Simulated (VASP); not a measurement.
# MoS (P6_3/mmc) in VASP: single point with r2SCAN

Aim: the single point of MoS with r2SCAN.

Everything below comes from runs of VASP 6.6.1. Logs are shortened: lines on timing, memory, paths and dates and some standing lists are left out, and cuts for length are marked.

## 1. The cell of the first run

Symmetry: P6_3/mmc, No. 194, hexagonal system. The conventional cell has a = 3.742 Å, b = 3.742 Å, c = 5.211 Å, α = 90.00°, β = 90.00°, γ = 120.00°. Mo (site symmetry -3m) has 6 S at 2.52 Å and 2 Mo at 2.61 Å within 3.3 Å. Within 3.4 Å of S (site symmetry -6m2) lie 6 Mo at 2.52 Å and 6 S at 3.38 Å.

## 2. Single point, r2SCAN, collinear spin

Input file POSCAR:

```
MoS
1.0
    3.7417874993      0.0000000000      0.0000000000
   -1.8708937497      3.2404830300      0.0000000000
    0.0000000000      0.0000000000      5.2106342672
Mo S
2 2
Direct
    0.0000000000      0.0000000000      0.0000000000
    0.0000000000      0.0000000000      0.5000000000
    0.3333333333      0.6666666667      0.2500000000
    0.6666666667      0.3333333333      0.7500000000
```

Input file INCAR.step1:

```
PREC = Accurate ; ENCUT = 520
ISMEAR = 0 ; SIGMA = 0.05
LREAL = F ; LASPH = T
NELM = 150 ; ISPIN = 2
MAGMOM = 3 3 0 0 ; LMAXMIX = 4
NBANDS = 32 ; GGA = PE
ALGO = Normal ; EDIFF = 1E-4
LWAVE = T ; LCHARG = F
```

Input file INCAR.step2:

```
PREC = Accurate ; ENCUT = 520
EDIFF = 1E-6 ; ISMEAR = 0
SIGMA = 0.05 ; LREAL = F
LASPH = T ; NELM = 150
ALGO = Normal ; ISIF = 2
LWAVE = F ; LCHARG = T
ISPIN = 2 ; MAGMOM = 3 3 0 0
LORBIT = 11 ; LMAXMIX = 4
METAGGA = R2SCAN ; LMIXTAU = T
LELF = T ; LVHAR = T
NBANDS = 32 ; ISTART = 1
```

Input file KPOINTS:

```
regular mesh
0
Gamma
  10 10 6
```

Potentials or basis: VASP PAW PBE potentials, release 64 (Mo_sv, S).

Launch:

```bash
> cat potpaw_PBE.64/Mo_sv/POTCAR potpaw_PBE.64/S/POTCAR > POTCAR
> cp INCAR.step1 INCAR
> mpirun -np 1 vasp_std > vasp.out
> cp INCAR.step2 INCAR
> mpirun -np 1 vasp_std > vasp.out
```

OUTCAR:

```text
PREC = Accurate
   ENCUT = 520
   EDIFF = 1E-6
   ISMEAR = 0
   LREAL = F
   LASPH = T
   NELM = 150
   ISIF = 2
   ISPIN = 2
   LORBIT = 11
   METAGGA = R2SCAN
   ISTART = 1

 ion  position               nearest neighbor table
   1  0.000  0.000  0.000-   3 2.52   4 2.52   4 2.52   3 2.52   4 2.52   3 2.52   2 2.61   2 2.61

   2  0.000  0.000  0.500-   3 2.52   4 2.52   4 2.52   3 2.52   4 2.52   3 2.52   1 2.61   1 2.61

   3  0.333  0.667  0.250-   1 2.52   2 2.52   1 2.52   2 2.52   1 2.52   2 2.52
   4  0.667  0.333  0.750-   1 2.52   2 2.52   1 2.52   2 2.52   1 2.52   2 2.52

  LATTYP: Found a hexagonal cell.
 ALAT       =     3.7417874993
 C/A-ratio  =     1.3925521607

  Lattice vectors:

 A1 = (   3.7417874993,   0.0000000000,   0.0000000000)
 A2 = (  -1.8708937497,   3.2404830300,   0.0000000000)
 A3 = (   0.0000000000,   0.0000000000,   5.2106342672)

Analysis of symmetry for initial positions (statically):
=====================================================================
 Subroutine PRICEL returns:
 Original cell was already a primitive cell.

 Routine SETGRP: Setting up the symmetry group for a
 hexagonal supercell.

 Subroutine GETGRP returns: Found 24 space group operations
 (whereof 12 operations were pure point group operations)
 out of a pool of 24 trial point group operations.

The static configuration has the point symmetry D_3d.
 The point group associated with its full space group is D_6h.

Analysis of symmetry for dynamics (positions and initial velocities):
=====================================================================
 Subroutine PRICEL returns:
 Original cell was already a primitive cell.

 Routine SETGRP: Setting up the symmetry group for a
 hexagonal supercell.

 Subroutine GETGRP returns: Found 24 space group operations
 (whereof 12 operations were pure point group operations)
 out of a pool of 24 trial point group operations.

The dynamic configuration has the point symmetry D_3d.
 The point group associated with its full space group is D_6h.

Analysis of structural, dynamic, and magnetic symmetry:
=====================================================================
 Subroutine PRICEL returns:
 Original cell was already a primitive cell.

 Routine SETGRP: Setting up the symmetry group for a
 hexagonal supercell.

 Subroutine GETGRP returns: Found 24 space group operations
 (whereof 12 operations were pure point group operations)
 out of a pool of 24 trial point group operations.
[... 132 lines left out ...]
   LHFCALC =     F    Hartree Fock is set to
   AEXX    =    0.0000 exact exchange contribution
   IVDW    =     0    specifies the selected vdW correction
   LEPSILON=     F    determine dielectric tensor
   LRPA    =     F    only Hartree local field effects (RPA)
 spin polarized calculation
 Gauss-broadening in eV      SIGMA  =   0.05
  energy-cutoff  :      520.00
  volume of cell :       63.18
 maximum number of plane-waves:      1722
 NGX is ok and might be reduce to    28
   NGX = 13   NGY = 13   NGZ = 19

 number of electron      39.9999993 magnetization      -0.0124673

 Free energy of the ion-electron system (eV)
  ---------------------------------------------------
  ext. energy  EPLUGINS =         0.00000000
  ---------------------------------------------------
  free energy    TOTEN  =       -69.02076815 eV

  energy without entropy =      -69.01677213  energy(sigma->0) =      -69.01877014

 E-fermi :  10.6894     XC(G=0): -12.8064

 val. band max:       10.6773178057   @ k =   0.1000   0.1000   0.1667
 cond. band min:      10.6916446867   @ k =   0.4000   0.1000   0.5000
 fundamental gap:      0.0143268810
 Fermi energy:        10.6893570906

 spin component 1

 k-point     1 :       0.0000    0.0000    0.0000
  band No.  band energies     occupation
      1     -52.5799      1.00000
      2     -52.3666      1.00000
      3     -26.8106      1.00000
      4     -25.9396      1.00000
      5     -25.9396      1.00000
      6     -25.7431      1.00000
[... 829 lines left out ...]
     31      20.2343      0.00000
     32      20.6121      0.00000

 [... further k-points ...]

 spin component 2

 k-point     1 :       0.0000    0.0000    0.0000
  band No.  band energies     occupation
      1     -52.5846      1.00000
      2     -52.3714      1.00000
      3     -26.8126      1.00000
      4     -25.9467      1.00000
      5     -25.9467      1.00000
      6     -25.7502      1.00000
[... 829 lines left out ...]
     31      20.2326      0.00000
     32      20.6106      0.00000

 [... further k-points ...]

------------------------ aborting loop because EDIFF is reached ----------------------------------------

  FORCE on cell =-STRESS in cart. coord.  units (eV):
  Direction    XX          YY          ZZ          XY          YZ          ZX
  --------------------------------------------------------------------------------------
  -------------------------------------------------------------------------------------
  Total        0.0454572      0.0454572     -0.8188589     -0.0000000      0.0000000     -0.0000000
  in kB        1.1527456      1.1527456    -20.7653942     -0.0000000      0.0000000     -0.0000000
  external PRESSURE =      -6.1533010 kB  Pullay stress =       0.0000000 kB

 VOLUME and BASIS-vectors are now :
 -----------------------------------------------------------------------------
  energy-cutoff  :      520.00
  volume of cell :       63.18
      direct lattice vectors                 reciprocal lattice vectors
     3.741787499  0.000000000  0.000000000     0.267251948  0.154297984  0.000000000
    -1.870893750  3.240483030  0.000000000     0.000000000  0.308595969  0.000000000
     0.000000000  0.000000000  5.210634267     0.000000000  0.000000000  0.191915216

 POSITION                                       TOTAL-FORCE (eV/Angst)
 -----------------------------------------------------------------------------------
      0.00000      0.00000      0.00000         0.000000      0.000000      0.000000
      0.00000      0.00000      2.60532         0.000000      0.000000      0.000000
     -0.00000      2.16032      1.30266        -0.000000     -0.000000     -0.000000
      1.87089      1.08016      3.90798        -0.000000      0.000000     -0.000000
 -----------------------------------------------------------------------------------
    total drift:                               -0.000000      0.000000     -0.000000

  FREE ENERGIE OF THE ION-ELECTRON SYSTEM (eV)
  ---------------------------------------------------
  free  energy   TOTEN  =       -69.0207681463 eV

  energy  without entropy=      -69.0167721307  energy(sigma->0) =      -69.01877014

 total charge

# of ion       s       p       d       tot
------------------------------------------
    1        2.248   6.146   4.072  12.466
    2        2.248   6.146   4.072  12.466
    3        1.296   2.430   0.000   3.727
    4        1.296   2.430   0.000   3.727
--------------------------------------------------
tot          7.090  17.154   8.143  32.387

 magnetization (x)

# of ion       s       p       d       tot
------------------------------------------
    1       -0.000  -0.000  -0.006  -0.006
    2       -0.000  -0.000  -0.006  -0.006
    3        0.000   0.000   0.000   0.000
    4        0.000   0.000   0.000   0.000
--------------------------------------------------
tot         -0.000   0.000  -0.012  -0.012
```

OUTCAR.step1:

```text
PREC = Accurate
   ENCUT = 520
   ISMEAR = 0
   LREAL = F
[... 1938 lines left out ...]
      0.00000      0.00000      0.00000        -0.000000     -0.000000      0.000000
      0.00000      0.00000      2.60532         0.000000     -0.000000      0.000000
     -0.00000      2.16032      1.30266        -0.000000      0.000000     -0.000000
      1.87089      1.08016      3.90798         0.000000     -0.000000      0.000000
 -----------------------------------------------------------------------------------
    total drift:                               -0.000000      0.000000     -0.000000

  FREE ENERGIE OF THE ION-ELECTRON SYSTEM (eV)
  ---------------------------------------------------
  free  energy   TOTEN  =       -30.6040619445 eV

  energy  without entropy=      -30.6001484542  energy(sigma->0) =      -30.60210520
```

Wall time 14 min (1 thread of Intel Xeon 8259CL, shared host); peak memory 0.31 GiB.

Results:

```yaml
Free_energy: -69.0208 eV
Pressure: -0.6 GPa
Band_gap_on_the_k_mesh: zero (filled and empty bands overlap)
Net_moment: -0.01 μB per cell
Valence_electrons_inside_the_program's_atomic_spheres: Mo 12.47; S 3.73
```

Stress tensor (GPa, compression positive):
```
 0.12  0.00  0.00
 0.00  0.12  0.00
 0.00  0.00 -2.08
```

Caveat: the PAW data sets were made with another functional, which shifts forces and pressure a little.
